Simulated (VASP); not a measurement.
# Te2As (P4/nmm) in VASP: a series of runs

Te2As is run at these levels: PBE; tasks: single point, relaxation of cell and atoms.

All numbers are computed with VASP 6.6.1; they aren't measurements. Logs are shortened: lines on timing, memory, paths and dates and some standing lists are left out, and cuts for length are marked.

### 1 The cell of the first run

The structure is tetragonal, space group P4/nmm (No. 129). Conventional cell: a = 4.250 Å, b = 4.250 Å, c = 9.821 Å, α = 90.00°, β = 90.00°, γ = 90.00°. Within 3.6 Å of Te (site symmetry 4mm) lie 5 As at 2.74 to 3.01 Å. Within 4.0 Å of Te (site symmetry 4mm) lie 5 Te at 3.07 to 3.83 Å and 1 As at 3.25 Å. Within 3.6 Å of As (site symmetry 4mm) lie 6 Te at 2.74 to 3.25 Å.

The cell was built from a structure type or drawn by symmetry, and may not be a known phase.

### 2 Single point, PBE

INCAR reads:

```
ALGO = Normal
EDIFF = 1E-6
ENCUT = 520
GGA = PE
ISIF = 2
ISMEAR = 0
LASPH = T
LCHARG = F
LREAL = F
LWAVE = F
NBANDS = 26
NELM = 60
PREC = Accurate
SIGMA = 0.1
```

KPOINTS reads:

```
k-points
0
Gamma
  10 10 4
```

POSCAR reads:

```
Te2As
1.0
    4.2496303902      0.0000000000      0.0000000000
    0.0000000000      4.2496303902      0.0000000000
    0.0000000000      0.0000000000      9.8210135015
Te As
4 2
Direct
    0.5000000000      0.0000000000      0.6426349997
    0.0000000000      0.5000000000      0.3573650003
    0.5000000000      0.0000000000      0.0321973260
    0.0000000000      0.5000000000      0.9678026740
    0.5000000000      0.0000000000      0.3633000883
    0.0000000000      0.5000000000      0.6366999117
```

Potentials or basis: VASP PAW PBE potentials, release 64 (Te, As).

The run is started by

```sh
cat potpaw_PBE.64/Te/POTCAR potpaw_PBE.64/As/POTCAR > POTCAR
mpirun -np 1 vasp_std > vasp.out
```

OUTCAR:

```text
EDIFF = 1E-6
   ENCUT = 520
   GGA = PE
   ISIF = 2
   ISMEAR = 0
   LASPH = T
   LREAL = F
   NELM = 60
   PREC = Accurate

 ion  position               nearest neighbor table
   1  0.500  0.000  0.643-   5 2.74   6 3.01   6 3.01   6 3.01   6 3.01
   2  0.000  0.500  0.357-   6 2.74   5 3.01   5 3.01   5 3.01   5 3.01
   3  0.500  0.000  0.032-   4 3.07   4 3.07   4 3.07   4 3.07   5 3.25
   4  0.000  0.500  0.968-   3 3.07   3 3.07   3 3.07   3 3.07   6 3.25
   5  0.500  0.000  0.363-   1 2.74   2 3.01   2 3.01   2 3.01   2 3.01   3 3.25
   6  0.000  0.500  0.637-   2 2.74   1 3.01   1 3.01   1 3.01   1 3.01   4 3.25

  LATTYP: Found a simple tetragonal cell.
 ALAT       =     4.2496303902
 C/A-ratio  =     2.3110276894

  Lattice vectors:

 A1 = (   4.2496303902,   0.0000000000,   0.0000000000)
 A2 = (   0.0000000000,   4.2496303902,   0.0000000000)
 A3 = (   0.0000000000,   0.0000000000,   9.8210135015)

Analysis of symmetry for initial positions (statically):
=====================================================================
 Subroutine PRICEL returns:
 Original cell was already a primitive cell.

 Routine SETGRP: Setting up the symmetry group for a
 simple tetragonal supercell.

 Subroutine GETGRP returns: Found 16 space group operations
 (whereof  8 operations were pure point group operations)
 out of a pool of 16 trial point group operations.

The static configuration has the point symmetry D_2d.
 The point group associated with its full space group is D_4h.

Analysis of symmetry for dynamics (positions and initial velocities):
=====================================================================
 Subroutine PRICEL returns:
 Original cell was already a primitive cell.

 Routine SETGRP: Setting up the symmetry group for a
 simple tetragonal supercell.

 Subroutine GETGRP returns: Found 16 space group operations
 (whereof  8 operations were pure point group operations)
 out of a pool of 16 trial point group operations.

The dynamic configuration has the point symmetry D_2d.
 The point group associated with its full space group is D_4h.

 Subroutine INISYM returns: Found 16 space group operations
 (whereof  8 operations are pure point group operations),
 and found     1 'primitive' translations

----------------------------------------------------------------------------------------

                                     Primitive cell
[... 101 lines left out ...]
   EDIFFG = 0.1E-04   stopping-criterion for IOM
   NSW    =      0    number of steps for IOM
   IBRION =     -1    ionic relax: 0-MD 1-quasi-New 2-CG
   NFREE  =      0    steps in history (QN), initial steepest desc. (CG)
   ISIF   =      2    stress and relaxation
   ISYM   =      2    0-nonsym 1-usesym 2-fastsym
   POTIM  = 0.5000    time-step for ionic-motion
   TEBEG  =    0.0;   TEEND  =   0.0 temperature during run
   PSTRESS=    0.0 pullay stress
   NELECT =      34.0000    total number of electrons
   NUPDOWN=      -1.0000    fix difference up-down
   EMIN   =  10.00;   EMAX   =-10.00  energy-range for DOS
   EFERMI =   0.00;   METHOD = LEGACY
   ISMEAR =     0;   SIGMA  =   0.10  broadening in eV -4-tet -1-fermi 0-gaus
   EFERMI_NEDOS =   21; number of points for ismear=-14 and -15
   IALGO  =     38    algorithm
   IMIX   =      4    mixing-type and parameters
     AMIX     =   0.40;   BMIX     =  1.00
     AMIX_MAG =   1.60;   BMIX_MAG =  1.00
  volume/ion in A,a.u.               =      29.56       199.48
  Fermi-wavevector in a.u.,A,eV,Ry     =   0.943948  1.783804 12.123316  0.891039
  Thomas-Fermi vector in A             =   2.071706
   LORBIT       =      0    0 simple, 1 ext, 2 COOP (PROOUT), +10 PAW based schemes
   GGA     = PE    functional components
   LHFCALC =     F    Hartree Fock is set to
   AEXX    =    0.0000 exact exchange contribution
   IVDW    =     0    specifies the selected vdW correction
   LEPSILON=     F    determine dielectric tensor
   LRPA    =     F    only Hartree local field effects (RPA)
 non-spin polarized calculation
 Gauss-broadening in eV      SIGMA  =   0.10
  energy-cutoff  :      520.00
  volume of cell :      177.36
 maximum number of plane-waves:      4796
 NGX is ok and might be reduce to    32
   NGX = 15   NGY = 15   NGZ = 37

 number of electron      34.0000000 magnetization

 Free energy of the ion-electron system (eV)
  ---------------------------------------------------
  ext. energy  EPLUGINS =         0.00000000
  ---------------------------------------------------
  free energy    TOTEN  =       -21.51687592 eV

  energy without entropy =      -21.50114538  energy(sigma->0) =      -21.50901065

 E-fermi :   5.9224     XC(G=0):  -9.3615

 val. band max:        5.9024101060   @ k =   0.4000   0.0000   0.5000
 cond. band min:       5.9238029877   @ k =   0.2000   0.1000   0.5000
 fundamental gap:      0.0213928817
 Fermi energy:         5.9223813789

 k-point     1 :       0.0000    0.0000    0.0000
  band No.  band energies     occupation
      1      -8.0430      2.00000
      2      -7.2198      2.00000
      3      -6.2669      2.00000
      4      -3.7472      2.00000
      5      -2.7694      2.00000
      6      -1.7327      2.00000
[... 685 lines left out ...]
     25       9.5258      0.00000
     26      10.0898      0.00000

 [... further k-points ...]

------------------------ aborting loop because EDIFF is reached ----------------------------------------

  FORCE on cell =-STRESS in cart. coord.  units (eV):
  Direction    XX          YY          ZZ          XY          YZ          ZX
  --------------------------------------------------------------------------------------
  -------------------------------------------------------------------------------------
  Total       -0.0212782     -0.0212782      0.0404587      0.0000000      0.0000000      0.0000000
  in kB       -0.1922148     -0.1922148      0.3654798      0.0000000      0.0000000      0.0000000
  external PRESSURE =      -0.0063166 kB  Pullay stress =       0.0000000 kB

 VOLUME and BASIS-vectors are now :
 -----------------------------------------------------------------------------
  energy-cutoff  :      520.00
  volume of cell :      177.36
      direct lattice vectors                 reciprocal lattice vectors
     4.249630390  0.000000000  0.000000000     0.235314582  0.000000000  0.000000000
     0.000000000  4.249630390  0.000000000     0.000000000  0.235314582  0.000000000
     0.000000000  0.000000000  9.821013501     0.000000000  0.000000000  0.101822485

 POSITION                                       TOTAL-FORCE (eV/Angst)
 -----------------------------------------------------------------------------------
      2.12482      0.00000      6.31133         0.000000     -0.000000      0.013702
      0.00000      2.12482      3.50969         0.000000      0.000000     -0.013702
      2.12482      0.00000      0.31621        -0.000000     -0.000000     -0.002118
      0.00000      2.12482      9.50480         0.000000      0.000000      0.002118
      2.12482      0.00000      3.56798         0.000000      0.000000     -0.011218
      0.00000      2.12482      6.25304         0.000000     -0.000000      0.011218
 -----------------------------------------------------------------------------------
    total drift:                                0.000000      0.000000      0.000000

  FREE ENERGIE OF THE ION-ELECTRON SYSTEM (eV)
  ---------------------------------------------------
  free  energy   TOTEN  =       -21.5168759203 eV

  energy  without entropy=      -21.5011453760  energy(sigma->0) =      -21.50901065
```

Wall time 1.9 min (1 thread of AMD EPYC 9R45 (Zen 5), shared host); peak memory 0.39 GiB.

What came out:

| Item | Value |
| --- | --- |
| Free energy | -21.5169 eV |
| Pressure | 0.0 GPa |
| Largest force | 0.014 eV/Å |
| Band gap on the k mesh | zero (bands 17 and 18 overlap by 2.97 eV) |

Forces on the atoms (eV/Å):
```
Te   0.000  0.000  0.014
Te   0.000  0.000 -0.014
Te   0.000  0.000 -0.002
Te   0.000  0.000  0.002
As   0.000  0.000 -0.011
As   0.000  0.000  0.011
```

Levels at points of the mesh, in eV from the Fermi level:
```
           k point  band 14  band 15  band 16  band 17  band 18  band 19
(0.00, 0.00, 0.00)    -2.80    -1.34    -0.32     1.19     2.12     2.12
(0.50, 0.00, 0.00)    -1.86    -1.52    -1.52    -0.62    -0.62    -0.58
(0.50, 0.50, 0.00)    -3.12    -2.00    -2.00     2.09     2.09     2.87
(0.00, 0.00, 0.50)    -2.17    -2.06    -1.04     1.58     2.24     2.24
(0.50, 0.00, 0.50)    -1.69    -1.68    -1.68    -0.52    -0.52    -0.41
(0.50, 0.50, 0.50)    -3.78    -0.65    -0.65     1.57     1.57     1.59
```

Caveat: spin-orbit coupling is left out, which moves the levels of the heavy elements.

### 3 Relaxation of cell and atoms, PBE

This run uses another cell than the first one, of 29.44 Å³/atom.

INCAR reads:

```
SYSTEM = Te2As
  PREC = Accurate
  ENCUT = 600
  EDIFF = 1E-6
  ISMEAR = 0
  SIGMA = 0.1
  LREAL = .FALSE.
  LASPH = .TRUE.
  NELM = 100
  ALGO = Normal
  ISIF = 3
  LWAVE = .FALSE.
  LCHARG = .FALSE.
  GGA = PE
  IBRION = 2
  NSW = 100
  EDIFFG = -0.01
```

KPOINTS reads:

```
Automatic mesh
0
G
  10 10 4
  0 0 0
```

POSCAR reads:

```
Te2As
1.0
    4.2321273973      0.0000000000      0.0000000000
    0.0000000000      4.2321273973      0.0000000000
    0.0000000000      0.0000000000      9.8609745681
Te As
4 2
Direct
    0.5000000000      0.0000000000      0.6445149952
    0.0000000000      0.5000000000      0.3554850048
    0.5000000000      0.0000000000      0.0307563689
    0.0000000000      0.5000000000      0.9692436311
    0.5000000000      0.0000000000      0.3597621070
    0.0000000000      0.5000000000      0.6402378930
```

Potentials or basis: VASP PAW PBE potentials, release 64 (Te, As).

The run is started by

```sh
cat potpaw_PBE.64/Te/POTCAR potpaw_PBE.64/As/POTCAR > POTCAR
mpirun -np 1 vasp_std > vasp.out
```

Wall time 14 min (1 thread of AMD EPYC 9R45 (Zen 5), shared host); peak memory 0.48 GiB.

Results (log left out):

```yaml
Free_energy: -21.5143 eV
Relaxed_volume: 29.50 Å³/atom
Relaxed_cell: a = 4.249 Å, b = 4.249 Å, c = 9.805 Å, α = 90.00°, β = 90.00°, γ = 90.00°
Space_group_after_relaxing_to_0.1_Å: P4/nmm (No. 129)
Energy_gained_by_relaxing: 2.5 meV/atom
Ionic_steps: 17
Pressure_after_relaxing: 0.0 GPa
Largest_force_after_relaxing: 0.007 eV/Å
```

Forces on the atoms (eV/Å):
```
Te   0.000  0.000  0.007
Te   0.000  0.000 -0.007
Te   0.000  0.000 -0.004
Te   0.000  0.000  0.004
As   0.000  0.000  0.005
As   0.000  0.000 -0.005
```

The path:
| step | energy change (eV) | largest force (eV/Å) | pressure (GPa) | volume (Å³) |
| --- | --- | --- | --- | --- |
| 1 | 0.0000 | 0.1715 | -0.06 | 176.62 |
| 2 | -0.0130 | 0.0125 | 0.00 | 176.31 |
| 3 | -0.0135 | 0.0317 | -0.01 | 176.37 |
| 4 | -0.0137 | 0.0287 | 0.03 | 176.30 |
| 5 | -0.0140 | 0.0188 | 0.15 | 176.09 |
| 6 | -0.0141 | 0.0189 | 0.14 | 176.15 |
| 7 | -0.0144 | 0.0192 | 0.11 | 176.35 |
| 8 | -0.0146 | 0.0196 | 0.04 | 176.74 |
| 9 | -0.0145 | 0.0314 | -0.11 | 177.52 |
| 10 | -0.0147 | 0.0196 | -0.03 | 177.06 |
| 11 | -0.0147 | 0.0195 | -0.03 | 177.01 |
| 12 | -0.0147 | 0.0194 | -0.03 | 176.98 |
| 13 | -0.0147 | 0.0193 | 0.00 | 176.86 |
| 14 | -0.0147 | 0.0195 | -0.01 | 176.95 |
| 15 | -0.0147 | 0.0180 | -0.01 | 176.96 |
| 16 | -0.0148 | 0.0135 | 0.01 | 176.98 |
| 17 | -0.0149 | 0.0069 | 0.02 | 177.01 |

Final structure:
```cif
data_structure
_symmetry_space_group_name_H-M 'P 1'
_symmetry_Int_Tables_number 1
_cell_length_a 4.2489
_cell_length_b 4.2489
_cell_length_c 9.8052
_cell_angle_alpha 90.000
_cell_angle_beta 90.000
_cell_angle_gamma 90.000
_cell_volume 177.01
loop_
_atom_site_label
_atom_site_type_symbol
_atom_site_fract_x
_atom_site_fract_y
_atom_site_fract_z
_atom_site_occupancy
Te1 Te 0.50000 0.00000 0.64281 1
Te2 Te 0.00000 0.50000 0.35719 1
Te3 Te 0.50000 0.00000 0.03223 1
Te4 Te 0.00000 0.50000 0.96777 1
As1 As 0.50000 0.00000 0.36260 1
As2 As 0.00000 0.50000 0.63740 1
```

Levels at points of the mesh, in eV from the Fermi level:
```csv
k point,band 12,band 13,band 14,band 15,band 16,band 17,band 18,band 19,band 20,band 21
"(0.00, 0.00, 0.00)",-3.62,-2.81,-2.81,-1.34,-0.34,1.19,2.11,2.11,2.36,2.47
"(0.50, 0.00, 0.00)",-2.15,-1.86,-1.86,-1.53,-1.53,-0.64,-0.64,-0.60,-0.60,-0.15
"(0.50, 0.50, 0.00)",-4.64,-3.12,-3.12,-2.02,-2.02,2.08,2.08,2.87,2.87,3.49
"(0.00, 0.00, 0.50)",-2.68,-2.68,-2.17,-2.09,-1.04,1.59,2.22,2.22,2.26,2.26
"(0.50, 0.00, 0.50)",-2.00,-1.70,-1.70,-1.69,-1.69,-0.53,-0.53,-0.43,-0.43,0.04
"(0.50, 0.50, 0.50)",-4.48,-3.80,-3.80,-0.64,-0.64,1.56,1.56,1.57,1.57,3.84
```

Caveat: the highest band is partly filled, so the run has too few bands; spin-orbit coupling is left out, which moves the levels of the heavy elements.
